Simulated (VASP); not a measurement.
Here is a VASP 6.6.1 calculation.

File INCAR:

```
SYSTEM = Fe
  PREC = Accurate
  ENCUT = 520
  EDIFF = 1E-6
  ISMEAR = -1
  SIGMA = 0.05
  LREAL = .False.
  LASPH = .True.
  NELM = 150
  ALGO = Normal
  ISIF = 2
  LWAVE = .False.
  LCHARG = .True.
  ISPIN = 2
  MAGMOM = 2.618
  LORBIT = 11
  LMAXMIX = 4
  GGA = PE
  LELF = .True.
  LVHAR = .True.
  NBANDS = 14
```

KPOINTS

```
Automatic mesh
0
Gamma
  17 17 17
  0 0 0
```

POSCAR

```
Fe
1.0
    0.0000000000      1.7709478508      1.7709478508
    1.7709478508      0.0000000000      1.7709478508
    1.7709478508      1.7709478508      0.0000000000
Fe
1
Direct
    0.0000000000      0.0000000000      0.0000000000
```

Potentials or basis: VASP PAW PBE potentials, release 64 (Fe).

Run with:

```sh
$ cat potpaw_PBE.64/Fe/POTCAR > POTCAR
$ mpirun -np 1 vasp_std > vasp.out
```

(1) What does it give for the site moments?

(2) Predict the net moment.

(3) What does it give for the pressure?

Answers

(1) Fe +1.24 μB.

(2) 1.25 μB per cell.

(3) -9.5 GPa.

Caveat: the cell stands under tension.
